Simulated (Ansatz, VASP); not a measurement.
**One calculation of Sb, two programs**

```
CELL_PARAMETERS angstrom
4.06868 0.00000 0.00000
-2.03434 3.52358 0.00000
0.00000 0.00000 20.80003
ATOMIC_POSITIONS crystal
Sb 0.33333 0.66667 0.29567
Sb 0.66667 0.33333 0.21635
Sb 0.66667 0.55556 0.56010
Sb 0.33333 0.88889 0.48077
```

Alike in both runs: task single point; functional PBE; dispersion D3(BJ); k mesh 9 × 9 × 1; occupations gaussian, width 0.05 eV; no spin polarisation.

```csv
,VASP,Ansatz
version,VASP 6.6.1,Ansatz 0.2.0
potentials or method,"VASP PAW PBE potentials, release 64 (Sb), cutoff 520 eV","scalar-relativistic, plane waves, PAW"
valence electrons in the cell,20,60
```

Ansatz gave:

| Property | Result |
| --- | --- |
| gap on the k mesh at the Fermi level (eV) | 0.86 |
| least direct gap on the mesh (eV) | 1.39 |
| rms of the force components (eV/Å) | 0.021 |

Estimate VASP's values.

gap on the k mesh at the Fermi level (eV): 0.87; least direct gap on the mesh (eV): 1.35; rms of the force components (eV/Å): 0.061.

Atom by atom the forces differ by 0.050 eV/Å (rms over components). VASP's potentials hold 20 valence electrons a cell and Ansatz's 60, so a difference there can come from the potentials and not from the codes.

Neither program's run includes spin-orbit coupling.
